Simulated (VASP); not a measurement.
# Ga (Cmce) in VASP: notebook

Ga is run at these levels: PBE; tasks: electric field gradients.

Program: VASP 6.6.1. These are calculated values, not measurements. Logs are shortened: lines on timing, memory, paths and dates and some standing lists are left out, and cuts for length are marked.

## Step 1: The cell of the first run

The structure is orthorhombic, space group Cmce (No. 64). The conventional cell has a = 4.450 Å, b = 7.541 Å, c = 4.456 Å, α = 90.00°, β = 90.00°, γ = 90.00°. Ga (site symmetry m) has 7 Ga at 2.40 to 2.76 Å within 3.2 Å.

## Step 2: Electric field gradients, PBE (volume scaled by 0.96)

Contents of INCAR:

```
  ALGO = Normal
  EDIFF = 1E-8
  ENCUT = 520
  GGA = PE
  ISIF = 2
  ISMEAR = -1
  LASPH = T
  LCHARG = F
  LEFG = T
  LREAL = F
  LWAVE = F
  NBANDS = 34
  NELM = 80
  PREC = Accurate
  SIGMA = 0.05
```

Contents of KPOINTS:

```
k-points
0
Gamma
  9 9 8
```

Contents of POSCAR:

```
Ga
1.0
    2.2248685607     -3.7707396132      0.0000000000
    2.2248685607      3.7707396132      0.0000000000
    0.0000000000      0.0000000000      4.4556560304
Ga
4
Direct
    0.1525000000      0.8475000000      0.0785000000
    0.6525000000      0.3475000000      0.4215000000
    0.8475000000      0.1525000000      0.9215000000
    0.3475000000      0.6525000000      0.5785000000
```

Potentials or basis: VASP PAW PBE potentials, release 64 (Ga_d).

Launch:

```bash
$ cat potpaw_PBE.64/Ga_d/POTCAR > POTCAR
$ mpirun -np 1 vasp_std > vasp.out
```

OUTCAR:

```text
EDIFF = 1E-8
   ENCUT = 520
   GGA = PE
   ISIF = 2
   ISMEAR = -1
   LASPH = T
   LREAL = F
   NELM = 80
   PREC = Accurate

 ion  position               nearest neighbor table
   1  0.153  0.847  0.078-   3 2.40   4 2.67   4 2.67   2 2.70   2 2.70   3 2.76   3 2.76
   2  0.653  0.347  0.422-   4 2.40   3 2.67   3 2.67   1 2.70   1 2.70   4 2.76   4 2.76
   3  0.847  0.153  0.922-   1 2.40   2 2.67   2 2.67   4 2.70   4 2.70   1 2.76   1 2.76
   4  0.347  0.653  0.578-   2 2.40   1 2.67   1 2.67   3 2.70   3 2.70   2 2.76   2 2.76

  LATTYP: Found a base centered orthorhombic cell.
 ALAT       =     4.4497371214
 B/A-ratio  =     1.6948145521
 C/A-ratio  =     1.0013301705

  Lattice vectors:

 A1 = (   2.2248685607,  -3.7707396132,   0.0000000000)
 A2 = (   2.2248685607,   3.7707396132,   0.0000000000)
 A3 = (   0.0000000000,   0.0000000000,   4.4556560304)

Analysis of symmetry for initial positions (statically):
=====================================================================
 Subroutine PRICEL returns:
 Original cell was already a primitive cell.

 Routine SETGRP: Setting up the symmetry group for a
 base centered orthorhombic supercell.

 Subroutine GETGRP returns: Found  8 space group operations
 (whereof  4 operations were pure point group operations)
 out of a pool of  8 trial point group operations.

The static configuration has the point symmetry C_2h.
 The point group associated with its full space group is D_2h.

Analysis of symmetry for dynamics (positions and initial velocities):
=====================================================================
 Subroutine PRICEL returns:
 Original cell was already a primitive cell.

 Routine SETGRP: Setting up the symmetry group for a
 base centered orthorhombic supercell.

 Subroutine GETGRP returns: Found  8 space group operations
 (whereof  4 operations were pure point group operations)
 out of a pool of  8 trial point group operations.

The dynamic configuration has the point symmetry C_2h.
 The point group associated with its full space group is D_2h.

 Subroutine INISYM returns: Found  8 space group operations
 (whereof  4 operations are pure point group operations),
 and found     1 'primitive' translations

----------------------------------------------------------------------------------------

                                     Primitive cell

  volume of cell :      74.7606

  direct lattice vectors                    reciprocal lattice vectors
     2.224868561 -3.770739613  0.000000000     0.224732377 -0.132599981  0.000000000
     2.224868561  3.770739613  0.000000000     0.224732377  0.132599981  0.000000000
     0.000000000  0.000000000  4.455656030     0.000000000  0.000000000  0.224433842

  length of vectors
     4.378186536  4.378186536  4.455656030     0.260935617  0.260935617  0.224433842

  position of ions in fractional coordinates (direct lattice)
     0.152500000  0.847500000  0.078500000
     0.652500000  0.347500000  0.421500000
     0.847500000  0.152500000  0.921500000
     0.347500000  0.652500000  0.578500000

  ion indices of the primitive-cell ions
   primitive index   ion index
                 1           1
                 2           2
                 3           3
                 4           4

----------------------------------------------------------------------------------------

 KPOINTS: k-points

Automatic generation of k-mesh.
 Grid dimensions read from file:
 generate k-points for:    9    9    8

 Generating k-lattice:

  Cartesian coordinates                     Fractional coordinates (reciprocal lattice)
     0.024970264 -0.014733331  0.000000000     0.111111111  0.000000000  0.000000000
     0.024970264  0.014733331  0.000000000     0.000000000  0.111111111  0.000000000
     0.000000000  0.000000000  0.028054230     0.000000000  0.000000000  0.125000000

  Length of vectors
[... 38 lines left out ...]
   number of dos      NEDOS =    301   number of ions     NIONS =      4
   total plane-waves  NPLWV =  46656
   dimension x,y,z NGX =    36 NGY =   36 NGZ =   36
   dimension x,y,z NGXF=    72 NGYF=   72 NGZF=   72
   ions per type =               4
   NGX,Y,Z   is equivalent  to a cutoff of  13.67, 13.67, 13.43 a.u.
   NGXF,Y,Z  is equivalent  to a cutoff of  27.34, 27.34, 26.86 a.u.
 SYSTEM =  unknown system
   PREC   = accura    normal or accurate (medium, high low for compatibility)
   ISTART =      0    job   : 0-new  1-cont  2-samecut
   ICHARG =      2    charge: 1-file 2-atom 10-const
   ISPIN  =      1    spin polarized calculation?
   LNONCOLLINEAR =      F non collinear calculations
   LSORBIT =      F    spin-orbit coupling
   LASPH  =      T    aspherical Exc in radial PAW
   ENCUT  =  520.0 eV  38.22 Ry    6.18 a.u.   8.14  8.14  8.28*2*pi/ulx,y,z
   NELM   =     80;   NELMIN=  2; NELMDL= -5     # of ELM steps
   EDIFF  = 0.1E-07   stopping-criterion for ELM
   LREAL  =      F    real-space projection
   EDIFFG = 0.1E-06   stopping-criterion for IOM
   NSW    =      0    number of steps for IOM
   IBRION =     -1    ionic relax: 0-MD 1-quasi-New 2-CG
   NFREE  =      0    steps in history (QN), initial steepest desc. (CG)
   ISIF   =      2    stress and relaxation
   ISYM   =      2    0-nonsym 1-usesym 2-fastsym
   POTIM  = 0.5000    time-step for ionic-motion
   TEBEG  =    0.0;   TEEND  =   0.0 temperature during run
   PSTRESS=    0.0 pullay stress
   NELECT =      52.0000    total number of electrons
   NUPDOWN=      -1.0000    fix difference up-down
   EMIN   =  10.00;   EMAX   =-10.00  energy-range for DOS
   EFERMI =   0.00;   METHOD = LEGACY
   ISMEAR =    -1;   SIGMA  =   0.05  broadening in eV -4-tet -1-fermi 0-gaus
   EFERMI_NEDOS =   21; number of points for ismear=-14 and -15
   IALGO  =     38    algorithm
   IMIX   =      4    mixing-type and parameters
     AMIX     =   0.40;   BMIX     =  1.00
     AMIX_MAG =   1.60;   BMIX_MAG =  1.00
  volume/ion in A,a.u.               =      18.69       126.13
  Fermi-wavevector in a.u.,A,eV,Ry     =   1.450502  2.741052 28.626073  2.103957
  Thomas-Fermi vector in A             =   2.568107
   LORBIT       =      0    0 simple, 1 ext, 2 COOP (PROOUT), +10 PAW based schemes
   GGA     = PE    functional components
[... 5 lines left out ...]
 non-spin polarized calculation
  energy-cutoff  :      520.00
  volume of cell :       74.76
 maximum number of plane-waves:      2032
 NGX is ok and might be reduce to    36
   NGX = 17   NGY = 17   NGZ = 17

 number of electron      52.0000022 magnetization

 Free energy of the ion-electron system (eV)
  ---------------------------------------------------
  ext. energy  EPLUGINS =         0.00000000
  ---------------------------------------------------
  free energy    TOTEN  =       -11.50067932 eV

  energy without entropy =      -11.49305685  energy(sigma->0) =      -11.49686809

 E-fermi :   5.4621     XC(G=0): -10.8866

 val. band max:        5.4576499958   @ k =  -0.4444   0.3333   0.1250
 cond. band min:       5.4637953807   @ k =  -0.4444   0.2222   0.0000
 fundamental gap:      0.0061453850
 Fermi energy:         5.4621193729

 k-point     1 :       0.0000    0.0000    0.0000
  band No.  band energies     occupation
      1      -9.7742      2.00000
      2      -9.7648      2.00000
      3      -9.7627      2.00000
      4      -9.7341      2.00000
      5      -9.6765      2.00000
      6      -9.6446      2.00000
[... 877 lines left out ...]
     33      12.3692      0.00000
     34      13.5511      0.00000

 [... further k-points ...]

------------------------ aborting loop because EDIFF is reached ----------------------------------------

  FORCE on cell =-STRESS in cart. coord.  units (eV):
  Direction    XX          YY          ZZ          XY          YZ          ZX
  --------------------------------------------------------------------------------------
  -------------------------------------------------------------------------------------
  Total        1.8923702      3.4028752      1.9739933      0.0000000      0.0000000      0.0000000
  in kB       40.5549749     72.9262773     42.3042206      0.0000000      0.0000000      0.0000000
  external PRESSURE =      51.9284909 kB  Pullay stress =       0.0000000 kB

 VOLUME and BASIS-vectors are now :
 -----------------------------------------------------------------------------
  energy-cutoff  :      520.00
  volume of cell :       74.76
      direct lattice vectors                 reciprocal lattice vectors
     2.224868561 -3.770739613  0.000000000     0.224732377 -0.132599981  0.000000000
     2.224868561  3.770739613  0.000000000     0.224732377  0.132599981  0.000000000
     0.000000000  0.000000000  4.455656030     0.000000000  0.000000000  0.224433842

 POSITION                                       TOTAL-FORCE (eV/Angst)
 -----------------------------------------------------------------------------------
      2.22487      2.62066      0.34977         0.000000     -0.443113      0.131101
      2.22487     -1.15008      1.87806         0.000000     -0.443113     -0.131101
      2.22487     -2.62066      4.10589         0.000000      0.443113     -0.131101
      2.22487      1.15008      2.57760         0.000000      0.443113      0.131101
 -----------------------------------------------------------------------------------
    total drift:                                0.000000      0.000000     -0.000000

  FREE ENERGIE OF THE ION-ELECTRON SYSTEM (eV)
  ---------------------------------------------------
  free  energy   TOTEN  =       -11.5006793247 eV

  energy  without entropy=      -11.4930568510  energy(sigma->0) =      -11.49686809

 Electric field gradients (V/A^2)
---------------------------------------------------------------------
 ion       V_xx      V_yy      V_zz      V_xy      V_xz      V_yz
---------------------------------------------------------------------
   1      31.222   -43.552    12.330    -0.000     0.000    26.997
   2      31.222   -43.552    12.330    -0.000     0.000   -26.997
   3      31.222   -43.552    12.330     0.000     0.000    26.997
   4      31.222   -43.552    12.330    -0.000     0.000   -26.997
---------------------------------------------------------------------

 Electric field gradients after diagonalization (V/A^2)
 (convention: |V_zz| > |V_xx| > |V_yy|)
----------------------------------------------------------------------
 ion       V_xx      V_yy      V_zz     asymmetry (V_yy - V_xx)/ V_zz
----------------------------------------------------------------------
   1      31.222    23.242   -54.463       0.147
   2      31.222    23.242   -54.463       0.147
   3      31.222    23.242   -54.463       0.147
   4      31.222    23.242   -54.463       0.147
----------------------------------------------------------------------

           NMR quadrupolar parameters

 Cq : quadrupolar parameter    Cq=e*Q*V_zz/h
 eta: asymmetry parameters     (V_yy - V_xx)/ V_zz
 Q  : nuclear electric quadrupole moment in mb (millibarn)
----------------------------------------------------------------------
 ion       Cq(MHz)       eta       Q (mb)
----------------------------------------------------------------------
   1      -0.132       0.147       1.000
   2      -0.132       0.147       1.000
   3      -0.132       0.147       1.000
   4      -0.132       0.147       1.000
----------------------------------------------------------------------
```

Run time: 2.1 min. Hardware: 1 thread of Intel Xeon 6975P-C (Granite Rapids), shared host; peak memory 0.35 GiB.

What came out:

```
Free energy            : -11.5007 eV
Pressure               : 5.2 GPa
Largest force          : 0.462 eV/Å
Band gap on the k mesh : zero (band 26 reaches 5.87 eV, above the bottom of band 27 at 4.61 eV)
```

Forces in eV/Å, atoms in the order of the input:
```
Ga   0.000 -0.443  0.131
Ga   0.000 -0.443 -0.131
Ga   0.000  0.443 -0.131
Ga   0.000  0.443  0.131
```

Levels at points of the mesh, in eV from the Fermi level:
```
           k point  band 22  band 23  band 24  band 25  band 26  band 27  band 28  band 29  band 30  band 31
(0.00, 0.00, 0.00)    -4.33    -3.77    -1.66    -1.57    -0.93     0.91     0.94     1.06     5.35     5.61
(0.00, 0.00, 0.50)    -9.44    -0.11    -0.11     0.10     0.10     0.11     0.11     2.22     2.22     3.79
```

Electric field gradients, principal values (V/Å²):
| atom | least | middle | greatest (by size) |
| --- | --- | --- | --- |
| 1 Ga | 23.242 | 31.222 | -54.463 |
| 2 Ga | 23.242 | 31.222 | -54.463 |
| 3 Ga | 23.242 | 31.222 | -54.463 |
| 4 Ga | 23.242 | 31.222 | -54.463 |

Caveat: without QUAD_EFG the Cq values of the log hold for a quadrupole moment of 1 mb, not for the nuclei.

## Step 3: Electric field gradients, PBE (zz strain of +2 %)

Contents of INCAR:

```
SYSTEM = Ga
PREC     = Accurate       ! precision mode
ENCUT    = 520            ! plane-wave cutoff, eV
EDIFF    = 1E-8           ! SCF threshold, eV
ISMEAR   = -1             ! smearing method
SIGMA    = 0.05           ! smearing width, eV
LREAL    = .False.        ! projectors in reciprocal space
LASPH    = .True.         ! aspherical terms in the spheres
NELM     = 100            ! most SCF steps
ALGO     = Normal         ! electronic algorithm
ISIF     = 2              ! what is computed and relaxed
LWAVE    = .False.        ! write WAVECAR
LCHARG   = .False.        ! write CHGCAR
GGA      = PE             ! functional
LEFG     = .True.       
NBANDS   = 34             ! bands
```

Contents of KPOINTS:

```
regular mesh
0
Gamma
  9 9 8
  0 0 0
```

Contents of POSCAR:

```
Ga
1.0
    2.2553500000     -3.8224000000      0.0000000000
    2.2553500000      3.8224000000      0.0000000000
    0.0000000000      0.0000000000      4.6070340000
Ga
4
Direct
    0.1525000000      0.8475000000      0.0785000000
    0.6525000000      0.3475000000      0.4215000000
    0.8475000000      0.1525000000      0.9215000000
    0.3475000000      0.6525000000      0.5785000000
```

Potentials or basis: VASP PAW PBE potentials, release 64 (Ga_d).

Launch:

```bash
$ cat potpaw_PBE.64/Ga_d/POTCAR > POTCAR
$ mpirun -np 1 vasp_std > vasp.out
```

OUTCAR:

```text
SYSTEM = Ga
   PREC = Accurate
   ENCUT = 520
   EDIFF = 1E-8
   ISMEAR = -1
   LREAL = .False.
   LASPH = .True.
   NELM = 100
   ISIF = 2
   GGA = PE

 ion  position               nearest neighbor table
   1  0.153  0.847  0.078-   3 2.44   4 2.74   4 2.74   2 2.75   2 2.75   3 2.80   3 2.80
   2  0.653  0.347  0.422-   4 2.44   3 2.74   3 2.74   1 2.75   1 2.75   4 2.80   4 2.80
   3  0.847  0.153  0.922-   1 2.44   2 2.74   2 2.74   4 2.75   4 2.75   1 2.80   1 2.80
   4  0.347  0.653  0.578-   2 2.44   1 2.74   1 2.74   3 2.75   3 2.75   2 2.80   2 2.80

  LATTYP: Found a base centered orthorhombic cell.
 ALAT       =     4.5107000000
 B/A-ratio  =     1.6948145521
 C/A-ratio  =     1.0213567739

  Lattice vectors:

[... 1118 lines left out ...]
---------------------------------------------------------------------
   1      25.784   -40.815    15.031    -0.000     0.000    25.604
   2      25.784   -40.815    15.031    -0.000    -0.000   -25.604
   3      25.784   -40.815    15.031     0.000     0.000    25.604
   4      25.784   -40.815    15.031    -0.000    -0.000   -25.604
---------------------------------------------------------------------

 Electric field gradients after diagonalization (V/A^2)
 (convention: |V_zz| > |V_xx| > |V_yy|)
----------------------------------------------------------------------
 ion       V_xx      V_yy      V_zz     asymmetry (V_yy - V_xx)/ V_zz
----------------------------------------------------------------------
   1      25.784    24.993   -50.777       0.016
   2      25.784    24.993   -50.777       0.016
   3      25.784    24.993   -50.777       0.016
   4      25.784    24.993   -50.777       0.016
----------------------------------------------------------------------

           NMR quadrupolar parameters

 Cq : quadrupolar parameter    Cq=e*Q*V_zz/h
 eta: asymmetry parameters     (V_yy - V_xx)/ V_zz
 Q  : nuclear electric quadrupole moment in mb (millibarn)
----------------------------------------------------------------------
 ion       Cq(MHz)       eta       Q (mb)
----------------------------------------------------------------------
   1      -0.123       0.016       1.000
   2      -0.123       0.016       1.000
   3      -0.123       0.016       1.000
   4      -0.123       0.016       1.000
----------------------------------------------------------------------
```

OSZICAR:

```text
N       E                     dE             d eps       ncg     rms          rms(c)
DAV:   1     0.358703780208E+03    0.35870E+03   -0.25455E+04  8724   0.288E+03
DAV:   2     0.324458537839E+02   -0.32626E+03   -0.31815E+03  8788   0.534E+02
DAV:   3    -0.102838950487E+02   -0.42730E+02   -0.42223E+02  9594   0.151E+02
DAV:   4    -0.116445493129E+02   -0.13607E+01   -0.13505E+01  9962   0.300E+01
DAV:   5    -0.116729387283E+02   -0.28389E-01   -0.28379E-01 10696   0.448E+00    0.250E+00
DAV:   6    -0.115965951794E+02    0.76344E-01   -0.19300E-01 10794   0.590E+00    0.138E+00
DAV:   7    -0.115815256047E+02    0.15070E-01   -0.57826E-02 12386   0.260E+00    0.304E-01
DAV:   8    -0.115805698493E+02    0.95576E-03   -0.14275E-02  9164   0.128E+00    0.489E-02
DAV:   9    -0.115807290521E+02   -0.15920E-03   -0.12309E-03  9422   0.353E-01    0.261E-02
DAV:  10    -0.115807345893E+02   -0.55372E-05   -0.20426E-04 10212   0.151E-01    0.832E-03
DAV:  11    -0.115807401096E+02   -0.55203E-05   -0.37127E-05  9546   0.637E-02    0.576E-03
DAV:  12    -0.115807389245E+02    0.11851E-05   -0.16640E-05 10756   0.490E-02    0.109E-03
DAV:  13    -0.115807388899E+02    0.34543E-07   -0.15788E-06 10644   0.114E-02    0.433E-04
DAV:  14    -0.115807388090E+02    0.80965E-07   -0.12188E-07 11134   0.228E-03    0.114E-04
DAV:  15    -0.115807387949E+02    0.14059E-07   -0.48366E-09  5366   0.662E-04    0.817E-05
DAV:  16    -0.115807387888E+02    0.60809E-08   -0.15079E-09  4838   0.416E-04
   1 F= -.11580739E+02 E0= -.11576662E+02  d E =-.815415E-02
```

stdout:

```text
POSCAR found type information on POSCAR Ga
 POSCAR found :  1 types and       4 ions
 scaLAPACK will be used
 LDA part: xc-table for (Slater+PW92), standard interpolation
 POSCAR, INCAR and KPOINTS ok, starting setup
 FFT: planning ... GRIDC
 FFT: planning ... GRID_SOFT
 FFT: planning ... GRID
 WAVECAR not read
 entering main loop
ion   1

ion   2

ion   3

ion   4
```

Run time: 2.3 min. Hardware: 1 thread of Intel Xeon 6975P-C (Granite Rapids), shared host; peak memory 0.36 GiB.

What came out:

* Free energy: -11.5807 eV
* Pressure: 1.3 GPa
* Largest force: 0.489 eV/Å
* Band gap on the k mesh: zero (band 26 reaches 5.39 eV, above the bottom of band 27 at 4.17 eV)

Forces in eV/Å, atoms in the order of the input:
```
Ga   0.000 -0.471  0.130
Ga   0.000 -0.471 -0.130
Ga   0.000  0.471 -0.130
Ga   0.000  0.471  0.130
```

Levels at points of the mesh, in eV from the Fermi level:
```tsv
k point	band 24	band 25	band 26	band 27	band 28	band 29
(0.00, 0.00, 0.00)	-1.56	-1.46	-0.80	0.93	1.03	1.03
(0.00, 0.00, 0.50)	-0.18	0.03	0.03	0.16	0.16	2.13
```

Electric field gradients, principal values (V/Å²):
```tsv
atom	least	middle	greatest (by size)
1 Ga	24.993	25.784	-50.777
2 Ga	24.993	25.784	-50.777
3 Ga	24.993	25.784	-50.777
4 Ga	24.993	25.784	-50.777
```

Caveat: the cell differs from its parent crystal (zz strain of +2 %); without QUAD_EFG the Cq values of the log hold for a quadrupole moment of 1 mb, not for the nuclei.

(Part 1 of 2 ends here.)
